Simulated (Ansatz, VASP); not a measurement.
## One calculation of Sn3As, two programs

```
Sn As
1.0
     5.37524    0.00000    0.00000
    -2.68762    4.65509    0.00000
     0.00000    0.00000    5.39919
Sn As
3 1
Cartesian
  0.0000 3.1034 0.0000
  2.6876 1.5517 0.0000
  0.0000 0.0000 2.6996
  0.0000 0.0000 0.0000
```

Alike in both runs: functional PBE; k mesh 6 × 6 × 4; occupations gaussian, width 0.1 eV; no spin polarisation.

Ansatz relaxed the structure, and its values are those at the end. VASP's run is a single point on that final structure, the one shown.

|  | VASP | Ansatz |
| --- | --- | --- |
| version | VASP 6.6.1 | Ansatz 0.2.0 |
| potentials or method | VASP PAW PBE potentials, release 64 (Sn_d, As), cutoff 520 eV | scalar-relativistic, plane waves, PAW |
| valence electrons in the cell | 47 | 57 |

```csv
,VASP,Ansatz,Ansatz less VASP
gap on the k mesh at the Fermi level (eV),none,none,-
pressure (GPa),0.0,0.0,+0.01
```

A gap of «none» marks a metal or a gap that the smearing closes. VASP's potentials hold 47 valence electrons a cell and Ansatz's 57, so a difference there can come from the potentials and not from the codes.
